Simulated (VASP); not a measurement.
A run of VASP 6.6.1:

File INCAR:

```
PREC     = Accurate       # precision mode
ENCUT    = 520            # plane-wave cutoff, eV
EDIFF    = 1E-6           # SCF threshold, eV
ISMEAR   = -1             # smearing method
SIGMA    = 0.05           # smearing width, eV
LREAL    = Auto         
LASPH    = True           # aspherical terms in the spheres
NELM     = 100            # most SCF steps
ALGO     = Normal         # electronic algorithm
ISIF     = 2              # what is computed and relaxed
LWAVE    = False          # write WAVECAR
LCHARG   = False          # write CHGCAR
GGA      = PE             # functional
IVDW     = 12             # dispersion correction
NBANDS   = 69             # bands
```

File KPOINTS:

```
regular mesh
0
Gamma
  1 1 1
```

The input POSCAR:

```
H22CO11
1.0
    5.9464600000      0.0000000000      0.0000000000
    0.0000000000      5.9464600000      0.0000000000
    0.0000000000      0.0000000000      5.9464600000
O H C
11 22 1
Direct
    0.8503210313      0.1559919683      1.0260894717
    0.6139282867      0.4956898726      0.7155685904
    0.2033310575      1.0132246748      0.2583217578
    0.9918337969      0.7488152615     -0.0836632215
    0.8477817054     -0.1928037858      0.4477621980
    0.6447533491      0.5272885044      0.1531667580
    0.1227957474      0.4706161313      0.2024565876
    0.0482976426      0.2714892558      0.6502860525
    0.2846903872      0.7166784944      0.5926046757
    0.6105481244      0.1458514814      0.4439784342
    0.4126152366      0.1067357722     -0.1663510727
    0.9166125729      0.1633913286      0.8847112400
    0.9029069396     -0.0169176283      1.0831654463
    0.4087810227      0.6005085379      0.6136928526
    0.6052676719      0.3407909916      0.6540529996
    0.1999508952      0.9850398388      0.4290956300
    0.3532017368      1.0283260965      0.2612815019
    1.0747402656      0.5630745015      0.0675696128
    0.8810451933      0.6911002512     -0.1842440713
    0.9901353074     -0.2266390424      0.3513855302
    0.7310567968     -0.3145568960      0.4168362353
    0.7555251360      0.3943522701      0.1228125641
    0.5826155393      0.4853139515     -0.1263945272
    0.5082351517      0.4597020748      0.1729264134
    0.0689149511      0.3295574174      0.2269921937
    0.1926860687      0.2444984075      0.7063193900
    0.0324899184      0.4220326043      0.5725423193
    0.1240233685      0.7907057308      0.7996185966
    0.2056181325      0.6203859103      0.4664960329
    0.5267671859      0.0647444026      0.5562132765
    0.7087409988      0.0361223316      0.4039546217
    0.6406164340     -0.1411932477     -0.2198619010
    0.4763506355     -0.1432785220      0.0434039748
    0.5178375033     -0.0558483535     -0.1068871228
```

Potentials or basis: VASP PAW PBE potentials, release 64 (O, H, C).

Launch:

```console
$ cat potpaw_PBE.64/O/POTCAR potpaw_PBE.64/H/POTCAR potpaw_PBE.64/C/POTCAR > POTCAR
$ mpirun -np 1 vasp_gam > vasp.out
```

Hardware: 1 thread of AMD EPYC 7R13, with other jobs on the host.

How long does it take, and how much memory?

Wall time 69 s on 1 thread of AMD EPYC 7R13 (shared host), peak memory 0.28 GiB. Counts: scf iterations 16, k points 1.
